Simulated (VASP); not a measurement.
Wanted: the native input for a VASP 6.6.1 run.

* Task: single point
* Functional: PBE
* Potentials or basis: VASP PAW PBE potentials, release 64 (Tl_d)
* Cutoff: 520 eV
* k mesh: 12 × 12 × 1
* Occupations: gaussian, width 0.1 eV
* Spin: no spin polarisation
* Dipole correction: yes
* Further INCAR settings: ALGO = Fast; EDIFF = 1e-06; NBANDS = 34

The structure of Tl lies in POSCAR:

```
Tl
1.0
    3.6124296590      0.0000000000      0.0000000000
   -1.8062148295      3.1284558541      0.0000000000
    0.0000000000      0.0000000000     23.3479017896
Tl
4
Direct
    0.3333333333      0.6666666667      0.3257877271
    0.6666666667      0.3333333333      0.4437244050
    0.3333333333      0.6666666667      0.5562755947
    0.6666666667      0.3333333333      0.6742122732
```

One way to write it, as run:

INCAR

```
SYSTEM = Tl
ALGO = Fast
DIPOL = 0.5 0.5 0.500
EDIFF = 1E-6
ENCUT = 520
GGA = PE
IDIPOL = 3
ISIF = 2
ISMEAR = 0
LASPH = .True.
LCHARG = .True.
LDIPOL = .True.
LELF = .True.
LREAL = .False.
LVACPOTAV = .True.
LVHAR = .True.
LWAVE = .False.
NBANDS = 34
NELM = 60
PREC = Accurate
SIGMA = 0.1
```

KPOINTS

```
k-points
0
Gamma
  12 12 1
  0 0 0
```

Potentials or basis: VASP PAW PBE potentials, release 64 (Tl_d).

The run is started by

```console
$ cat potpaw_PBE.64/Tl_d/POTCAR > POTCAR
$ mpirun -np 1 vasp_std > vasp.out
```

Results of the run:

| Quantity | Value |
| --- | --- |
| Largest force | 0.010 eV/Å |
| Band gap on the k mesh | zero (bands 26 and 27 overlap by 1.89 eV) |

Caveat: spin-orbit coupling is left out, which moves the levels of the heavy elements.

Wall time 3.6 min on 1 thread of AMD EPYC 7R13 Processor (Zen 3), with other jobs on the host, peak memory 0.39 GiB.
